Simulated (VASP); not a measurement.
The system is ZnO.

```
CELL_PARAMETERS angstrom
1.43323 -3.52708 0.00000
1.43323 3.52708 0.00000
0.00000 0.00000 2.83849
ATOMIC_POSITIONS crystal
Zn 0.00000 0.00000 0.00000
O 0.50000 0.50000 0.50000
```

```yaml
Program: VASP 6.6.1
Task: relaxation of cell and atoms
Functional: PBEsol
Potentials_or_basis: VASP PAW PBE potentials, release 64 (Zn, O)
Cutoff: 600 eV
k_mesh: 10 × 10 × 9
Occupations: fermi-dirac, width 0.05 eV
Spin: no spin polarisation
```

At the start: pressure -4.0 GPa; volume 14.35 Å³/atom.

Question: Where does the relaxation end?

Answer: Over 16 steps the energy falls by 20.3 meV/atom and the volume is 11.93 Å³/atom (-16.9 %); space group Cmmm (No. 65, to 0.1 Å) before and after.

The path:
| step | energy change (eV) | largest force (eV/Å) | pressure (GPa) | volume (Å³) |
| --- | --- | --- | --- | --- |
| 1 | 0.0000 | 0.0000 | -3.99 | 28.70 |
| 2 | 0.0024 | 0.0000 | 4.20 | 27.24 |
| 3 | -0.0109 | 0.0000 | -0.30 | 27.98 |
| 4 | -0.0109 | 0.0000 | -0.43 | 28.00 |
| 5 | -0.0124 | 0.0000 | -0.40 | 27.84 |
| 6 | -0.0169 | 0.0000 | -0.47 | 27.37 |
| 7 | -0.0254 | 0.0000 | -0.42 | 26.44 |
| 8 | -0.0358 | 0.0000 | 0.31 | 24.56 |
| 9 | -0.0375 | 0.0000 | 0.13 | 24.43 |
| 10 | -0.0394 | 0.0000 | -0.09 | 24.22 |
| 11 | -0.0402 | 0.0000 | -0.64 | 23.79 |
| 12 | -0.0403 | 0.0000 | -0.49 | 23.93 |
| 13 | -0.0406 | 0.0000 | 0.05 | 23.85 |
| 14 | -0.0406 | 0.0000 | 0.09 | 23.84 |
| 15 | -0.0406 | 0.0000 | 0.09 | 23.85 |
| 16 | -0.0406 | 0.0000 | 0.03 | 23.86 |

Final structure:
```
Zn O
1.0
     1.43559   -2.97518    0.00000
     1.43559    2.97518    0.00000
     0.00000    0.00000    2.79281
Zn O
1 1
Direct
  0.00000 0.00000 0.00000
  0.50000 0.50000 0.50000
```

Caveat: the volume moved by over 15 % at a fixed basis, so the end points are rough; the PAW data sets were made with another functional, which shifts forces and pressure a little.
